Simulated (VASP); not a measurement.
# Pb (Fm-3m) in VASP: a series of runs

Pb is run at these levels: PBEsol; tasks: single point, relaxation of cell and atoms.

All numbers are computed with VASP 6.6.1; they aren't measurements. Logs are shortened: lines on timing, memory, paths and dates and some standing lists are left out, and cuts for length are marked.

### 1 The cell of the first run

The structure is cubic, space group Fm-3m (No. 225). The conventional cell has a = 4.950 Å, b = 4.950 Å, c = 4.950 Å, α = 90.00°, β = 90.00°, γ = 90.00°. Within 4.6 Å of Pb (site symmetry m-3m) lie 12 Pb at 3.50 Å.

### 2 Single point, PBEsol

INCAR reads:

```
SYSTEM = Pb
PREC = Accurate
ENCUT = 500
EDIFF = 1E-6
ISMEAR = -1
SIGMA = 0.05
LREAL = .FALSE.
LASPH = .TRUE.
NELM = 120
ALGO = Normal
ISIF = 2
LWAVE = .FALSE.
LCHARG = .FALSE.
GGA = PS
NBANDS = 13
GGA_COMPAT = .FALSE.
```

KPOINTS reads:

```
Automatic mesh
0
G
  7 7 7
  0 0 0
```

POSCAR reads:

```
Pb
1.0
    0.0000000000      2.4750200000      2.4750200000
    2.4750200000      0.0000000000      2.4750200000
    2.4750200000      2.4750200000      0.0000000000
Pb
1
Direct
    0.0000000000      0.0000000000      0.0000000000
```

Potentials or basis: VASP PAW PBE potentials, release 64 (Pb_d).

Command:

```console
$ cat potpaw_PBE.64/Pb_d/POTCAR > POTCAR
$ mpirun -np 1 vasp_std > vasp.out
```

OUTCAR:

```text
SYSTEM = Pb
   PREC = Accurate
   ENCUT = 500
   EDIFF = 1E-6
   ISMEAR = -1
   LREAL = .FALSE.
   LASPH = .TRUE.
   NELM = 120
   ISIF = 2
   GGA = PS

 ion  position               nearest neighbor table
   1  0.000  0.000  0.000-

  LATTYP: Found a face centered cubic cell.
 ALAT       =     4.9500400000

  Lattice vectors:

 A1 = (   0.0000000000,   2.4750200000,   2.4750200000)
 A2 = (   2.4750200000,   0.0000000000,   2.4750200000)
 A3 = (   2.4750200000,   2.4750200000,   0.0000000000)

Analysis of symmetry for initial positions (statically):
=====================================================================
 Subroutine PRICEL returns:
 Original cell was already a primitive cell.

 Routine SETGRP: Setting up the symmetry group for a
 face centered cubic supercell.

 Subroutine GETGRP returns: Found 48 space group operations
 (whereof 48 operations were pure point group operations)
 out of a pool of 48 trial point group operations.

The static configuration has the point symmetry O_h .

Analysis of symmetry for dynamics (positions and initial velocities):
=====================================================================
 Subroutine PRICEL returns:
 Original cell was already a primitive cell.

 Routine SETGRP: Setting up the symmetry group for a
 face centered cubic supercell.

 Subroutine GETGRP returns: Found 48 space group operations
 (whereof 48 operations were pure point group operations)
 out of a pool of 48 trial point group operations.

The dynamic configuration has the point symmetry O_h .

 Subroutine INISYM returns: Found 48 space group operations
 (whereof 48 operations are pure point group operations),
 and found     1 'primitive' translations

----------------------------------------------------------------------------------------

                                     Primitive cell

  volume of cell :      30.3226

  direct lattice vectors                    reciprocal lattice vectors
     0.000000000  2.475020000  2.475020000    -0.202018570  0.202018570  0.202018570
     2.475020000  0.000000000  2.475020000     0.202018570 -0.202018570  0.202018570
     2.475020000  2.475020000  0.000000000     0.202018570  0.202018570 -0.202018570

  length of vectors
     3.500206851  3.500206851  3.500206851     0.349906427  0.349906427  0.349906427

  position of ions in fractional coordinates (direct lattice)
     0.000000000  0.000000000  0.000000000

  ion indices of the primitive-cell ions
[... 75 lines left out ...]
   ISIF   =      2    stress and relaxation
   ISYM   =      2    0-nonsym 1-usesym 2-fastsym
   POTIM  = 0.5000    time-step for ionic-motion
   TEBEG  =    0.0;   TEEND  =   0.0 temperature during run
   PSTRESS=    0.0 pullay stress
   NELECT =      14.0000    total number of electrons
   NUPDOWN=      -1.0000    fix difference up-down
   EMIN   =  10.00;   EMAX   =-10.00  energy-range for DOS
   EFERMI =   0.00;   METHOD = LEGACY
   ISMEAR =    -1;   SIGMA  =   0.05  broadening in eV -4-tet -1-fermi 0-gaus
   EFERMI_NEDOS =   21; number of points for ismear=-14 and -15
   IALGO  =     38    algorithm
   IMIX   =      4    mixing-type and parameters
     AMIX     =   0.40;   BMIX     =  1.00
     AMIX_MAG =   1.60;   BMIX_MAG =  1.00
  volume/ion in A,a.u.               =      30.32       204.63
  Fermi-wavevector in a.u.,A,eV,Ry     =   1.265306  2.391081 21.782907  1.600999
  Thomas-Fermi vector in A             =   2.398566
   LORBIT       =      0    0 simple, 1 ext, 2 COOP (PROOUT), +10 PAW based schemes
   GGA     = PS    functional components
   LHFCALC =     F    Hartree Fock is set to
   AEXX    =    0.0000 exact exchange contribution
   IVDW    =     0    specifies the selected vdW correction
   LEPSILON=     F    determine dielectric tensor
   LRPA    =     F    only Hartree local field effects (RPA)
 non-spin polarized calculation
  energy-cutoff  :      500.00
  volume of cell :       30.32
 maximum number of plane-waves:       779
 NGX is ok and might be reduce to    28
   NGX = 13   NGY = 13   NGZ = 13

 number of electron      13.9999999 magnetization

 Free energy of the ion-electron system (eV)
  ---------------------------------------------------
  ext. energy  EPLUGINS =         0.00000000
  ---------------------------------------------------
  free energy    TOTEN  =        -4.01110570 eV

  energy without entropy =       -4.00772835  energy(sigma->0) =       -4.00941703

 E-fermi :   7.0220     XC(G=0): -10.3393

 val. band max:        6.8959603338   @ k =   0.4286   0.2857   0.1429
 cond. band min:       7.3830014220   @ k =  -0.4286   0.4286   0.0000
 fundamental gap:      0.4870410882
 Fermi energy:         7.0219772392

 k-point     1 :       0.0000    0.0000    0.0000
  band No.  band energies     occupation
      1      -9.8752      2.00000
      2      -9.8752      2.00000
      3      -9.8752      2.00000
      4      -9.7326      2.00000
      5      -9.7326      2.00000
      6      -4.6643      2.00000
      7      14.5158      0.00000
      8      14.5158      0.00000
      9      14.5158      0.00000
     10      16.8640      0.00000
     11      18.4174      0.00000
     12      19.5820      0.00000
     13      19.5820      0.00000
[... 290 lines left out ...]
  band No.  band energies     occupation
      1      -9.9006      2.00000
      2      -9.8183      2.00000
      3      -9.7610      2.00000
      4      -9.6856      2.00000
      5      -9.5817      2.00000
      6       0.3046      2.00000
      7       5.3971      2.00000
      8       5.6414      2.00000
      9       8.5200      0.00000
     10      16.1326      0.00000
     11      19.6112      0.00000
     12      20.4957      0.00000
     13      20.7333      0.00000

------------------------ aborting loop because EDIFF is reached ----------------------------------------

  FORCE on cell =-STRESS in cart. coord.  units (eV):
  Direction    XX          YY          ZZ          XY          YZ          ZX
  --------------------------------------------------------------------------------------
  -------------------------------------------------------------------------------------
  Total       -0.0095687     -0.0095687     -0.0095687     -0.0000000      0.0000000      0.0000000
  in kB       -0.5055893     -0.5055893     -0.5055893     -0.0000000      0.0000000      0.0000000
  external PRESSURE =      -0.5055893 kB  Pullay stress =       0.0000000 kB

 VOLUME and BASIS-vectors are now :
 -----------------------------------------------------------------------------
  energy-cutoff  :      500.00
  volume of cell :       30.32
      direct lattice vectors                 reciprocal lattice vectors
     0.000000000  2.475020000  2.475020000    -0.202018570  0.202018570  0.202018570
     2.475020000  0.000000000  2.475020000     0.202018570 -0.202018570  0.202018570
     2.475020000  2.475020000  0.000000000     0.202018570  0.202018570 -0.202018570

 POSITION                                       TOTAL-FORCE (eV/Angst)
 -----------------------------------------------------------------------------------
      0.00000      0.00000      0.00000         0.000000      0.000000     -0.000000
 -----------------------------------------------------------------------------------
    total drift:                               -0.000000     -0.000000     -0.000000

  FREE ENERGIE OF THE ION-ELECTRON SYSTEM (eV)
  ---------------------------------------------------
  free  energy   TOTEN  =        -4.0111057049 eV

  energy  without entropy=       -4.0077283455  energy(sigma->0) =       -4.00941703
```

OSZICAR:

```text
N       E                     dE             d eps       ncg     rms          rms(c)
DAV:   1     0.104438842719E+03    0.10444E+03   -0.68255E+03   525   0.122E+03
DAV:   2     0.112347624266E+01   -0.10332E+03   -0.10031E+03   565   0.316E+02
DAV:   3    -0.390847457083E+01   -0.50320E+01   -0.50213E+01   648   0.727E+01
DAV:   4    -0.402203543305E+01   -0.11356E+00   -0.11354E+00   641   0.119E+01
DAV:   5    -0.402720746765E+01   -0.51720E-02   -0.51717E-02   732   0.236E+00    0.565E-01
DAV:   6    -0.401442692723E+01    0.12781E-01   -0.16825E-02   665   0.230E+00    0.264E-01
DAV:   7    -0.401130239155E+01    0.31245E-02   -0.68242E-03   690   0.135E+00    0.864E-02
DAV:   8    -0.401110809803E+01    0.19429E-03   -0.40317E-04   755   0.335E-01    0.981E-03
DAV:   9    -0.401110582287E+01    0.22752E-05   -0.83451E-06   678   0.539E-02    0.433E-03
DAV:  10    -0.401110570490E+01    0.11797E-06   -0.53839E-07   400   0.101E-02
   1 F= -.40111057E+01 E0= -.40094170E+01  d E =-.337736E-02
```

stdout:

```text
POSCAR found type information on POSCAR Pb
 POSCAR found :  1 types and       1 ions
 scaLAPACK will be used
 -----------------------------------------------------------------------------
|                                                                             |
|                                                                             |
|     You enforced a specific xc type in the INCAR file but a different       |
|     I HOPE YOU KNOW WHAT YOU ARE DOING!                                     |
|                                                                             |
 -----------------------------------------------------------------------------

 LDA part: xc-table for (Slater+PW92), standard interpolation
 POSCAR, INCAR and KPOINTS ok, starting setup
 FFT: planning ... GRIDC
 FFT: planning ... GRID_SOFT
 FFT: planning ... GRID
 WAVECAR not read
 entering main loop
```

Run time: 9 s. Hardware: 1 thread of Intel Xeon Platinum 8259CL at 2.50GHz (Skylake/Cascade Lake), shared host; peak memory 0.15 GiB.

What came out:

- Free energy: -4.0111 eV
- Pressure: -0.1 GPa
- Band gap on the k mesh: zero (bands 7 and 8 overlap by 8.87 eV)

Caveat: the PAW data sets were made with another functional, which shifts forces and pressure a little; spin-orbit coupling is left out, which moves the levels of the heavy elements.

### 3 Relaxation of cell and atoms, PBEsol

INCAR reads:

```
SYSTEM = Pb
PREC     = Accurate       ! precision mode
ENCUT    = 500            ! plane-wave cutoff, eV
EDIFF    = 1E-7           ! SCF threshold, eV
ISMEAR   = -1             ! smearing method
SIGMA    = 0.05           ! smearing width, eV
LREAL    = .False.        ! projectors in reciprocal space
LASPH    = .True.         ! aspherical terms in the spheres
NELM     = 120            ! most SCF steps
ALGO     = Normal         ! electronic algorithm
ISIF     = 3              ! what is computed and relaxed
LWAVE    = .False.        ! write WAVECAR
LCHARG   = .False.        ! write CHGCAR
GGA      = PS             ! functional
IBRION   = 2              ! ionic algorithm
NSW      = 80             ! ionic steps
EDIFFG   = -0.01          ! ionic threshold
GGA_COMPAT= .False.      
NELMIN   = 4
```

KPOINTS reads:

```
Automatic mesh
0
Gamma
  7 7 7
  0 0 0
```

POSCAR is that of step 2.

Potentials or basis: VASP PAW PBE potentials, release 64 (Pb_d).

Command:

```console
$ cat potpaw_PBE.64/Pb_d/POTCAR > POTCAR
$ mpirun -np 1 vasp_std > vasp.out
```

Wall time 7.4 s (1 thread of Intel Xeon Platinum 8259CL at 2.50GHz (Skylake/Cascade Lake), shared host); peak memory 0.15 GiB.

It converged, with:

```yaml
Free_energy: -4.0111 eV
Pressure_after_relaxing: 0.0 GPa
Band_gap_on_the_k_mesh: zero (bands 7 and 8 overlap by 8.87 eV)
```

Final structure:
```
Pb
1.0
     0.00000    2.47502    2.47502
     2.47502    0.00000    2.47502
     2.47502    2.47502    0.00000
Pb
1
Direct
  0.00000 0.00000 0.00000
```

Levels at points of the mesh, in eV from the Fermi level:
```tsv
k point	band 3	band 4	band 5	band 6	band 7	band 8	band 9	band 10	band 11
(0.00, 0.00, 0.00)	-16.90	-16.75	-16.75	-11.69	7.49	7.49	7.49	9.84	11.40
```

Caveat: the relaxation stopped at its first step, so nothing moved; the PAW data sets were made with another functional, which shifts forces and pressure a little; spin-orbit coupling is left out, which moves the levels of the heavy elements.
